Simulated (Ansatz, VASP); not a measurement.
## Co in VASP and in Ansatz

```
Co
1.0
     2.54433    0.00000    0.00000
    -1.27217    2.20346    0.00000
     0.00000    0.00000    4.11083
Co
2
Direct
  0.33333 0.66667 0.25000
  0.66667 0.33333 0.75000
```

Change from the starting cell: volume scaled by 1.06.

Alike in both runs: task single point; functional PBE; k mesh 17 × 17 × 9; occupations fermi-dirac, width 0.05 eV; collinear spin.

|  | VASP | Ansatz |
| --- | --- | --- |
| version | VASP 6.6.1 | Ansatz 0.2.0 |
| potentials or method | VASP PAW PBE potentials, release 64 (Co), cutoff 520 eV | all-electron LAPW, scalar-relativistic |

Ansatz gave:

| Quantity | Value |
| --- | --- |
| pressure (GPa) | -11.1 |
| traceless stress, the component that is largest in VASP (GPa) | 0.25 |
| net moment per atom (μB) | 1.66 |
| size of the moment on the site where the two differ most (μB) | 1.72 |

Estimate VASP's values.

pressure (GPa): -11.3; traceless stress, the component that is largest in VASP (GPa): 0.10; net moment per atom (μB): 1.65; size of the moment on the site where the two differ most (μB): 1.68.

Site moments also hang on the region over which each program counts them. Ansatz ran all-electron here, and VASP with PAW potentials.
